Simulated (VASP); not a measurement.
Crystal: SiO2.

```
Si O
1.0
     4.23317    0.00000    0.00000
     0.00000    4.23317    0.00000
     0.00000    0.00000    2.69349
Si O
2 4
Direct
  0.00000 0.00000 0.00000
  0.50000 0.50000 0.50000
  0.80684 0.19316 0.50000
  0.30684 0.30684 0.00000
  0.19316 0.80684 0.50000
  0.69316 0.69316 0.00000
```

Base run:

* Program: VASP 6.6.1
* Functional: PBEsol
* Potentials or basis: VASP PAW PBE potentials, release 64 (Si, O)
* Cutoff: 600 eV
* k mesh: 6 × 6 × 10
* Occupations: gaussian, width 0.01 eV
* Spin: no spin polarisation

Its results: band gap on the k mesh 4.99 eV, direct; pressure -6.4 GPa; largest force 0.004 eV/Å.

Q: After a change of settings the same cell gave: band gap on the k mesh 5.96 eV, direct; pressure -9.7 GPa; largest force 0.082 eV/Å. Which change was it?
A. functional from PBEsol to PBE; occupations from gaussian, width 0.01 eV to fermi-dirac, width 0.02 eV
B. functional from PBEsol to PBE; k mesh from 6 × 6 × 10 to 4 × 4 × 6
C. functional from PBEsol to r2SCAN; cutoff from 600 eV to 660 eV
D. functional from PBEsol to LDA; potentials or basis from VASP PAW PBE potentials, release 64 (Si, O) to VASP PAW LDA potentials, release 64 (Si, O)

A: C.

r2SCAN gives the wider gap, since meta-GGAs in the generalised Kohn-Sham scheme recover part of the derivative discontinuity.

Caveats: the PAW data sets were made with another functional, which shifts forces and pressure a little.
